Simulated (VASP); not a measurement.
# Ir (P6_3/mmc) in VASP: further runs

Runs on Ir. Level: PBE. Tasks: single point.

Program: VASP 6.6.1. These are calculated values, not measurements. Logs are shortened: lines on timing, memory, paths and dates and some standing lists are left out, and cuts for length are marked.

### Step 1. The cell of the first run

The structure is hexagonal, space group P6_3/mmc (No. 194). Conventional cell: a = 2.971 Å, b = 2.971 Å, c = 4.641 Å, α = 90.00°, β = 90.00°, γ = 120.00°. Ir (site symmetry -6m2) has 12 Ir at 2.89 to 2.97 Å within 3.8 Å.

### Step 2. Single point, PBE (strain +0.080 along x and y, +0.040 along z)

Contents of INCAR:

```
ALGO     = Fast           # electronic algorithm
EDIFF    = 1E-7           # SCF threshold, eV
ENCUT    = 520            # plane-wave cutoff, eV
GGA      = PE             # functional
ISIF     = 2              # what is computed and relaxed
ISMEAR   = 0              # smearing method
LASPH    = T              # aspherical terms in the spheres
LCHARG   = T              # write CHGCAR
LELF     = T              # ELF
LREAL    = F              # projectors in reciprocal space
LVHAR    = T            
LWAVE    = F              # write WAVECAR
NBANDS   = 16             # bands
NELM     = 100            # most SCF steps
PREC     = Accurate       # precision mode
SIGMA    = 0.15           # smearing width, eV
```

Contents of KPOINTS:

```
k-points
0
Gamma
  18 18 12
```

Contents of POSCAR:

```
Ir
1.0
    2.9714881261      0.0000000000      0.0000000000
   -1.4857440631      2.5733842043      0.0000000000
    0.0000000000      0.0000000000      4.6407816000
Ir
2
Direct
    0.6666666667      0.3333333333      0.7500000000
    0.3333333333      0.6666666667      0.2500000000
```

Potentials or basis: VASP PAW PBE potentials, release 64 (Ir).

Launch:

```
> cat potpaw_PBE.64/Ir/POTCAR > POTCAR
> mpirun -np 1 vasp_std > vasp.out
```

OUTCAR:

```text
EDIFF = 1E-7
   ENCUT = 520
   GGA = PE
   ISIF = 2
   ISMEAR = 0
   LASPH = T
   LREAL = F
   NELM = 100
   PREC = Accurate

 ion  position               nearest neighbor table
   1  0.667  0.333  0.750-   2 2.89   2 2.89   2 2.89   2 2.89   2 2.89   2 2.89
   2  0.333  0.667  0.250-   1 2.89   1 2.89   1 2.89   1 2.89   1 2.89   1 2.89

  LATTYP: Found a hexagonal cell.
 ALAT       =     2.9714881261
 C/A-ratio  =     1.5617701983

  Lattice vectors:

 A1 = (   2.9714881261,   0.0000000000,   0.0000000000)
 A2 = (  -1.4857440631,   2.5733842043,   0.0000000000)
 A3 = (   0.0000000000,   0.0000000000,   4.6407816000)

Analysis of symmetry for initial positions (statically):
=====================================================================
 Subroutine PRICEL returns:
 Original cell was already a primitive cell.

 Routine SETGRP: Setting up the symmetry group for a
 hexagonal supercell.

 Subroutine GETGRP returns: Found 24 space group operations
 (whereof 12 operations were pure point group operations)
 out of a pool of 24 trial point group operations.

The static configuration has the point symmetry D_3d.
 The point group associated with its full space group is D_6h.

Analysis of symmetry for dynamics (positions and initial velocities):
=====================================================================
 Subroutine PRICEL returns:
 Original cell was already a primitive cell.

 Routine SETGRP: Setting up the symmetry group for a
 hexagonal supercell.

 Subroutine GETGRP returns: Found 24 space group operations
 (whereof 12 operations were pure point group operations)
 out of a pool of 24 trial point group operations.

The dynamic configuration has the point symmetry D_3d.
 The point group associated with its full space group is D_6h.

 Subroutine INISYM returns: Found 24 space group operations
 (whereof 12 operations are pure point group operations),
 and found     1 'primitive' translations

----------------------------------------------------------------------------------------

                                     Primitive cell

  volume of cell :      35.4870

  direct lattice vectors                    reciprocal lattice vectors
     2.971488126  0.000000000  0.000000000     0.336531717  0.194296677  0.000000000
    -1.485744063  2.573384204  0.000000000     0.000000000  0.388593354  0.000000000
     0.000000000  0.000000000  4.640781600     0.000000000  0.000000000  0.215480944

  length of vectors
     2.971488126  2.971488126  4.640781600     0.388593354  0.388593354  0.215480944

  position of ions in fractional coordinates (direct lattice)
     0.666666667  0.333333333  0.750000000
     0.333333333  0.666666667  0.250000000

  ion indices of the primitive-cell ions
   primitive index   ion index
                 1           1
                 2           2

----------------------------------------------------------------------------------------

 KPOINTS: k-points

Automatic generation of k-mesh.
 Grid dimensions read from file:
 generate k-points for:   18   18   12

 Generating k-lattice:

  Cartesian coordinates                     Fractional coordinates (reciprocal lattice)
     0.018696206  0.010794260  0.000000000     0.055555556  0.000000000  0.000000000
     0.000000000  0.021588520  0.000000000     0.000000000  0.055555556  0.000000000
     0.000000000  0.000000000  0.017956745     0.000000000  0.000000000  0.083333333

  Length of vectors
     0.021588520  0.021588520  0.017956745

  Shift w.r.t. Gamma in fractional coordinates (k-lattice)
     0.000000000  0.000000000  0.000000000

 Subroutine IBZKPT returns following result:
 ===========================================

 Found    259 irreducible k-points:

 Following reciprocal coordinates:
            Coordinates               Weight
  0.000000  0.000000  0.000000      1.000000
  0.055556  0.000000  0.000000      6.000000
  0.111111  0.000000  0.000000      6.000000
  0.166667 -0.000000  0.000000      6.000000
  0.222222  0.000000  0.000000      6.000000
  0.277778  0.000000  0.000000      6.000000
[... 16 lines left out ...]
  0.333333  0.111111  0.000000     12.000000
  0.388889  0.111111  0.000000     12.000000
 [... further k-points ...]
   k-points           NKPTS =    259   k-points in BZ     NKDIM =    259   number of bands    NBANDS=     16
   number of dos      NEDOS =    301   number of ions     NIONS =      2
   total plane-waves  NPLWV =  20736
   dimension x,y,z NGX =    24 NGY =   24 NGZ =   36
   dimension x,y,z NGXF=    48 NGYF=   48 NGZF=   72
   ions per type =               2
   NGX,Y,Z   is equivalent  to a cutoff of  13.43, 13.43, 12.90 a.u.
   NGXF,Y,Z  is equivalent  to a cutoff of  26.85, 26.85, 25.79 a.u.
 SYSTEM =  unknown system
   PREC   = accura    normal or accurate (medium, high low for compatibility)
   ISTART =      0    job   : 0-new  1-cont  2-samecut
   ICHARG =      2    charge: 1-file 2-atom 10-const
   ISPIN  =      1    spin polarized calculation?
   LNONCOLLINEAR =      F non collinear calculations
   LSORBIT =      F    spin-orbit coupling
   LASPH  =      T    aspherical Exc in radial PAW
   ENCUT  =  520.0 eV  38.22 Ry    6.18 a.u.   5.52  5.52  8.63*2*pi/ulx,y,z
   NELM   =    100;   NELMIN=  2; NELMDL= -5     # of ELM steps
   EDIFF  = 0.1E-06   stopping-criterion for ELM
   LREAL  =      F    real-space projection
   EDIFFG = 0.1E-05   stopping-criterion for IOM
   NSW    =      0    number of steps for IOM
   IBRION =     -1    ionic relax: 0-MD 1-quasi-New 2-CG
   NFREE  =      0    steps in history (QN), initial steepest desc. (CG)
   ISIF   =      2    stress and relaxation
   ISYM   =      2    0-nonsym 1-usesym 2-fastsym
   POTIM  = 0.5000    time-step for ionic-motion
   TEBEG  =    0.0;   TEEND  =   0.0 temperature during run
   PSTRESS=    0.0 pullay stress
   NELECT =      18.0000    total number of electrons
   NUPDOWN=      -1.0000    fix difference up-down
   EMIN   =  10.00;   EMAX   =-10.00  energy-range for DOS
   EFERMI =   0.00;   METHOD = LEGACY
   ISMEAR =     0;   SIGMA  =   0.15  broadening in eV -4-tet -1-fermi 0-gaus
   EFERMI_NEDOS =   21; number of points for ismear=-14 and -15
   IALGO  =     68    algorithm
   IMIX   =      4    mixing-type and parameters
     AMIX     =   0.40;   BMIX     =  1.00
     AMIX_MAG =   1.60;   BMIX_MAG =  1.00
  volume/ion in A,a.u.               =      17.74       119.74
  Fermi-wavevector in a.u.,A,eV,Ry     =   1.305597  2.467220 23.192260  1.704583
  Thomas-Fermi vector in A             =   2.436455
   LORBIT       =      0    0 simple, 1 ext, 2 COOP (PROOUT), +10 PAW based schemes
   GGA     = PE    functional components
   LHFCALC =     F    Hartree Fock is set to
   AEXX    =    0.0000 exact exchange contribution
   IVDW    =     0    specifies the selected vdW correction
   LEPSILON=     F    determine dielectric tensor
   LRPA    =     F    only Hartree local field effects (RPA)
 non-spin polarized calculation
 RMM-DIIS sequential band-by-band and
 Gauss-broadening in eV      SIGMA  =   0.15
  energy-cutoff  :      520.00
  volume of cell :       35.49
 maximum number of plane-waves:       984
 NGX is ok and might be reduce to    24
   NGX = 11   NGY = 11   NGZ = 17

 number of electron      17.9999998 magnetization

 Free energy of the ion-electron system (eV)
  ---------------------------------------------------
  ext. energy  EPLUGINS =         0.00000000
  ---------------------------------------------------
  free energy    TOTEN  =       -16.58260690 eV

  energy without entropy =      -16.54195742  energy(sigma->0) =      -16.56228216

 E-fermi :   6.9889     XC(G=0): -12.6676

 val. band max:        6.9822676791   @ k =   0.2778   0.1111   0.2500
 cond. band min:       6.9899989501   @ k =   0.1667   0.1667   0.5000
 fundamental gap:      0.0077312710
 Fermi energy:         6.9889465055

 k-point     1 :       0.0000    0.0000    0.0000
  band No.  band energies     occupation
      1      -1.9633      2.00000
      2       1.0355      2.00000
      3       4.2807      2.00000
      4       4.2807      2.00000
      5       4.4650      2.00000
      6       4.7888      2.00000
[... 8 lines left out ...]
     15      23.7874      0.00000
     16      23.9903      0.00000

 k-point     2 :       0.0556    0.0000    0.0000
  band No.  band energies     occupation
      1      -1.8699      2.00000
      2       1.1130      2.00000
      3       4.1107      2.00000
      4       4.3508      2.00000
      5       4.6194      2.00000
      6       4.7492      2.00000
[... 8 lines left out ...]
     15      23.8865      0.00000
     16      23.8960      0.00000

 k-point     3 :       0.1111    0.0000    0.0000
  band No.  band energies     occupation
      1      -1.5953      2.00000
      2       1.3316      2.00000
      3       3.8559      2.00000
      4       4.5578      2.00000
      5       4.6227      2.00000
      6       4.7042      2.00000
[... 8 lines left out ...]
     15      23.0628      0.00000
     16      23.6718      0.00000

 k-point     4 :       0.1667   -0.0000    0.0000
  band No.  band energies     occupation
      1      -1.1572      2.00000
      2       1.6396      2.00000
      3       3.6102      2.00000
      4       4.1816      2.00000
      5       4.4742      2.00000
      6       4.6839      2.00000
[... 8 lines left out ...]
     15      22.4220      0.00000
     16      23.0650      0.00000
[... 324 lines left out ...]
 k-point    22 :       0.2778    0.1111    0.0000
  band No.  band energies     occupation
      1       0.8875      2.00000
      2       2.1535      2.00000
      3       2.6219      2.00000
      4       3.3916      2.00000
      5       3.9685      2.00000
      6       4.5706      2.00000
[... 8 lines left out ...]
     15      17.2339      0.00000
     16      21.4912      0.00000

 k-point    23 :       0.3333    0.1111    0.0000
  band No.  band energies     occupation
      1       1.3424      2.00000
      2       2.0080      2.00000
      3       2.3406      2.00000
      4       3.6751      2.00000
      5       3.8876      2.00000
      6       4.6570      2.00000
[... 8 lines left out ...]
     15      16.2868      0.00000
     16      19.5907      0.00000

 k-point    24 :       0.3889    0.1111    0.0000
  band No.  band energies     occupation
      1       1.5879      2.00000
      2       1.8977      2.00000
      3       2.1687      2.00000
      4       3.8440      2.00000
      5       3.9796      2.00000
      6       4.5590      2.00000
[... 8 lines left out ...]
     15      16.1086      0.00000
     16      18.1757      0.00000

 [... further k-points ...]
[... 5 lines left out ...]
  --------------------------------------------------------------------------------------
  -------------------------------------------------------------------------------------
  Total       -9.0846593     -9.0846593     -8.3574023      0.0000000      0.0000000      0.0000000
  in kB     -410.1563764   -410.1563764   -377.3220002      0.0000000      0.0000000      0.0000000
  external PRESSURE =    -399.2115843 kB  Pullay stress =       0.0000000 kB

 VOLUME and BASIS-vectors are now :
 -----------------------------------------------------------------------------
  energy-cutoff  :      520.00
  volume of cell :       35.49
      direct lattice vectors                 reciprocal lattice vectors
     2.971488126  0.000000000  0.000000000     0.336531717  0.194296677  0.000000000
    -1.485744063  2.573384204  0.000000000     0.000000000  0.388593354  0.000000000
     0.000000000  0.000000000  4.640781600     0.000000000  0.000000000  0.215480944

 POSITION                                       TOTAL-FORCE (eV/Angst)
 -----------------------------------------------------------------------------------
      1.48574      0.85779      3.48059         0.000000      0.000000      0.000000
     -0.00000      1.71559      1.16020        -0.000000     -0.000000      0.000000
 -----------------------------------------------------------------------------------
    total drift:                               -0.000000      0.000000     -0.000000

  FREE ENERGIE OF THE ION-ELECTRON SYSTEM (eV)
  ---------------------------------------------------
  free  energy   TOTEN  =       -16.5826069003 eV

  energy  without entropy=      -16.5419574224  energy(sigma->0) =      -16.56228216
```

Run time: 55 s. Hardware: 1 thread of Intel Xeon 6975P-C (Granite Rapids), shared host; peak memory 0.25 GiB.

What came out:

| Quantity | Value |
| --- | --- |
| Free energy | -16.5826 eV |
| Pressure | -39.9 GPa |
| Band gap on the k mesh | zero (band 9 reaches 7.59 eV, above the bottom of band 10 at 5.34 eV) |

Caveat: the cell differs from its parent crystal (strain +0.080 along x and y, +0.040 along z); spin-orbit coupling is left out, which moves the levels of the heavy elements.

### Step 3. Single point, PBE (strain +0.080 along x and y, +0.080 along z)

Contents of INCAR:

```
SYSTEM = Ir
PREC = Accurate ; ENCUT = 520
EDIFF = 1E-6 ; ISMEAR = 0
SIGMA = 0.15 ; LREAL = .FALSE.
LASPH = .TRUE. ; NELM = 80
ALGO = Fast ; ISIF = 2
LWAVE = .FALSE. ; LCHARG = .FALSE.
GGA = PE ; NBANDS = 16
```

Contents of KPOINTS:

```
Automatic mesh
0
G
  18 18 12
  0 0 0
```

Changes to POSCAR since step 2:

```diff
@@ -4,3 +4,3 @@
    -1.4857440631      2.5733842043      0.0000000000
-    0.0000000000      0.0000000000      4.6407816000
+    0.0000000000      0.0000000000      4.8192732000
 Ir
```

Potentials or basis: VASP PAW PBE potentials, release 64 (Ir).

Launch:

```
> cat potpaw_PBE.64/Ir/POTCAR > POTCAR
> mpirun -np 1 vasp_std > vasp.out
```

It took 52 s on 1 thread of Intel Xeon 6975P-C (Granite Rapids), shared host; peak memory 0.25 GiB.

It converged, with:

```
Free energy            : -16.2317 eV
Pressure               : -43.4 GPa
Band gap on the k mesh : zero (band 9 reaches 7.02 eV, above the bottom of band 10 at 4.90 eV)
```

Stress tensor (GPa, compression positive):
```
-43.09   0.00   0.00
  0.00 -43.09   0.00
  0.00   0.00 -44.15
```

Levels at points of the mesh, in eV from the Fermi level:
```csv
k point,band 6,band 7,band 8,band 9,band 10,band 11,band 12,band 13
"(0.00, 0.00, 0.00)",-2.10,-2.10,-1.57,-1.57,-0.02,0.17,0.17,4.94
"(0.50, 0.00, 0.00)",-2.26,-1.98,0.42,0.57,0.68,2.15,3.23,6.89
"(0.00, 0.00, 0.50)",-2.60,-2.60,-2.60,-0.34,-0.34,-0.34,-0.34,12.27
"(0.50, 0.00, 0.50)",-1.38,-0.45,-0.45,0.58,0.58,1.73,1.73,5.54
```

Caveat: the cell differs from its parent crystal (strain +0.080 along x and y, +0.080 along z); spin-orbit coupling is left out, which moves the levels of the heavy elements.

### Step 4. Single point, PBE (strain -0.080 along x and y, -0.040 along z)

Contents of INCAR:

```
SYSTEM = Ir
PREC = Accurate ; ENCUT = 520
EDIFF = 1E-6 ; ISMEAR = 0
SIGMA = 0.15 ; LREAL = .FALSE.
LASPH = .TRUE. ; NELM = 60
ALGO = Normal ; ISIF = 2
LWAVE = .FALSE. ; LCHARG = .TRUE.
GGA = PE ; LELF = .TRUE.
LVHAR = .TRUE. ; NBANDS = 16
```

Contents of KPOINTS:

```
regular mesh
0
G
  18 18 12
  0 0 0
```

Contents of POSCAR:

```
Ir
1.0
    2.5312676630      0.0000000000      0.0000000000
   -1.2656338315      2.1921420999      0.0000000000
    0.0000000000      0.0000000000      4.2837984000
Ir
2
Direct
    0.6666666667      0.3333333333      0.7500000000
    0.3333333333      0.6666666667      0.2500000000
```

Launch:

```
> cat potpaw_PBE.64/Ir/POTCAR > POTCAR
> mpirun -np 1 vasp_std > vasp.out
```

Run time: 34 s. Hardware: 1 thread of Intel Xeon 6975P-C (Granite Rapids), shared host; peak memory 0.2 GiB.

It converged, with:

```yaml
Free_energy: -15.8663 eV
Pressure: 119.8 GPa
Band_gap_on_the_k_mesh: zero (band 9 reaches 15.53 eV, above the bottom of band 10 at 10.74 eV)
```

Stress tensor (GPa, compression positive):
```
130.61   0.00   0.00
  0.00 130.61   0.00
  0.00   0.00  98.12
```

Levels at points of the mesh, in eV from the Fermi level:
| k point | band 6 | band 7 | band 8 | band 9 | band 10 | band 11 | band 12 | band 13 |
| --- | --- | --- | --- | --- | --- | --- | --- | --- |
| (0.00, 0.00, 0.00) | -4.23 | -4.23 | -2.60 | -2.60 | -1.69 | 0.46 | 0.46 | 8.33 |
| (0.50, 0.00, 0.00) | -4.09 | -4.06 | 1.18 | 1.45 | 1.91 | 3.93 | 5.65 | 9.72 |
| (0.00, 0.00, 0.50) | -5.02 | -5.02 | -5.02 | -0.49 | -0.49 | -0.49 | -0.49 | 13.57 |
| (0.50, 0.00, 0.50) | -2.56 | -1.26 | -1.26 | 1.71 | 1.71 | 2.49 | 2.49 | 9.75 |

Caveat: the cell differs from its parent crystal (strain -0.080 along x and y, -0.040 along z); spin-orbit coupling is left out, which moves the levels of the heavy elements.

### Step 5. Single point, PBE (strain -0.080 along x and y, +0.000 along z)

Contents of INCAR:

```
ALGO     = Fast           # electronic algorithm
EDIFF    = 1E-7           # SCF threshold, eV
ENCUT    = 520            # plane-wave cutoff, eV
GGA      = PE             # functional
ISIF     = 2              # what is computed and relaxed
ISMEAR   = 0              # smearing method
LASPH    = T              # aspherical terms in the spheres
LCHARG   = T              # write CHGCAR
LELF     = T              # ELF
LREAL    = F              # projectors in reciprocal space
LVHAR    = T            
LWAVE    = F              # write WAVECAR
NBANDS   = 16             # bands
NELM     = 80             # most SCF steps
PREC     = Accurate       # precision mode
SIGMA    = 0.15           # smearing width, eV
```

Contents of KPOINTS:

```
k-points
0
Gamma
  18 18 12
```

Changes to POSCAR since step 4:

```diff
@@ -4,3 +4,3 @@
    -1.2656338315      2.1921420999      0.0000000000
-    0.0000000000      0.0000000000      4.2837984000
+    0.0000000000      0.0000000000      4.4622900000
 Ir
```

Launch:

```
> cat potpaw_PBE.64/Ir/POTCAR > POTCAR
> mpirun -np 1 vasp_std > vasp.out
```

It took 60 s on 1 thread of Intel Xeon 6975P-C (Granite Rapids), shared host; peak memory 0.21 GiB.

The run converged. Its results:

| Item | Value |
| --- | --- |
| Free energy | -16.3203 eV |
| Pressure | 90.0 GPa |
| Band gap on the k mesh | zero (band 9 reaches 14.86 eV, above the bottom of band 10 at 10.24 eV) |

Stress tensor (GPa, compression positive):
```
109.59   0.00   0.00
  0.00 109.59   0.00
  0.00   0.00  50.78
```

Levels at points of the mesh, in eV from the Fermi level:
```
           k point  band 6  band 7  band 8  band 9  band 10  band 11  band 12  band 13
(0.00, 0.00, 0.00)   -3.99   -3.99   -1.93   -1.93    -1.92     0.58     0.58     7.34
(0.50, 0.00, 0.00)   -3.98   -3.58    0.96    1.78     2.11     3.85     5.54     9.65
(0.00, 0.00, 0.50)   -4.55   -4.55   -4.55   -0.31    -0.31    -0.31    -0.31    13.41
(0.50, 0.00, 0.50)   -2.10   -1.08   -1.08    1.96     1.96     2.40     2.40     9.62
```

Caveat: the cell differs from its parent crystal (strain -0.080 along x and y, +0.000 along z); spin-orbit coupling is left out, which moves the levels of the heavy elements.

### Step 6. Overview

| cell | gap on the mesh (eV) | pressure (GPa) |
| --- | --- | --- |
| a = 2.971, b = 2.971, c = 4.641 Å, angles 90.0, 90.0, 120.0°, 2 atoms | none | -39.9 |
| a = 2.971, b = 2.971, c = 4.819 Å, angles 90.0, 90.0, 120.0°, 2 atoms | none | -43.4 |
| a = 2.531, b = 2.531, c = 4.284 Å, angles 90.0, 90.0, 120.0°, 2 atoms | none | 119.8 |
| a = 2.531, b = 2.531, c = 4.462 Å, angles 90.0, 90.0, 120.0°, 2 atoms | none | 90.0 |

Alike in all rows: task single point; level PBE; potentials or basis VASP PAW PBE potentials, release 64 (Ir); no spin polarisation; k mesh 18 × 18 × 12; cutoff (eV) 520; smearing gaussian 0.15 eV.

Caveats: spin-orbit coupling is left out, which moves the levels of the heavy elements.

Total energies depend on the potentials used, so only differences within one code and one set of settings carry meaning.
